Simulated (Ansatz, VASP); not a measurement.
**Ti in VASP and in Ansatz**

The input INCAR:

```
SYSTEM = Ti
PREC     = Accurate       ! precision mode
ENCUT    = 520            ! plane-wave cutoff, eV
EDIFF    = 1E-7           ! SCF threshold, eV
ISMEAR   = 0              ! smearing method
SIGMA    = 0.15           ! smearing width, eV
LREAL    = .False.        ! projectors in reciprocal space
LASPH    = .True.         ! aspherical terms in the spheres
NELM     = 60             ! most SCF steps
ALGO     = Fast           ! electronic algorithm
ISIF     = 2              ! what is computed and relaxed
LWAVE    = .False.        ! write WAVECAR
LCHARG   = .False.        ! write CHGCAR
GGA      = PE             ! functional
NBANDS   = 19             ! bands
```

File KPOINTS:

```
regular mesh
0
Gamma
  14 14 14
  0 0 0
```

POSCAR

```
Ti
1.0
    0.0000000000     -3.2552372153      0.0000000000
   -3.2552372153      0.0000000000      0.0000000000
    0.0000000000      0.0000000000     -3.2552372153
Ti
2
Direct
    0.5118578148      0.5118578148      0.5000000000
   -0.0118578148     -0.0118578148      0.0000000000
```

Input for Ansatz:

```yaml
crystal:
  lattice:
    - [0.0, -3.2552372153, 0.0]
    - [-3.2552372153, 0.0, 0.0]
    - [0.0, 0.0, -3.2552372153]
  atoms:
    - { symbol: Ti, position: [0.5118578148, 0.5118578148, 0.5] }
    - { symbol: Ti, position: [-0.0118578148, -0.0118578148, 0.0] }
basis:
  ecutwfc: 520.0
kpoints:
  mp_grid: { grid: [14, 14, 14] }
hamiltonian:
  xc: pbe
  pseudopotentials: { kind: paw, azcp: { folder: soft_1 } }
scf:
  occupations: { method: gaussian, width: 0.15 }
output:
  forces: true
  stress: true
  eigenvalues: true
```

Change from the starting cell: mode 4 frozen in at -0.039 Å and mode 5 at -0.039 Å (largest displacements).

Alike in both runs: task single point; functional PBE; k mesh 14 × 14 × 14; occupations gaussian, width 0.15 eV; no spin polarisation.

|  | VASP | Ansatz |
| --- | --- | --- |
| version | VASP 6.6.1 | Ansatz 0.2.0 |
| potentials or method | VASP PAW PBE potentials, release 64 (Ti_sv), cutoff 520 eV | scalar-relativistic, plane waves, PAW |
| valence electrons in the cell | 24 | 24 |

|  | VASP | Ansatz | Ansatz less VASP |
| --- | --- | --- | --- |
| gap on the k mesh at the Fermi level (eV) | none | none | - |
| pressure (GPa) | 0.2 | 0.4 | +0.21 |
| traceless stress, the component that is largest in VASP (GPa) | 0.50 | 0.49 | -0.007 |
| rms of the force components (eV/Å) | 0.282 | 0.282 | -0.0005 |

Atom by atom the forces differ by 0.001 eV/Å (rms over components). A gap of «none» marks a metal or a gap that the smearing closes.
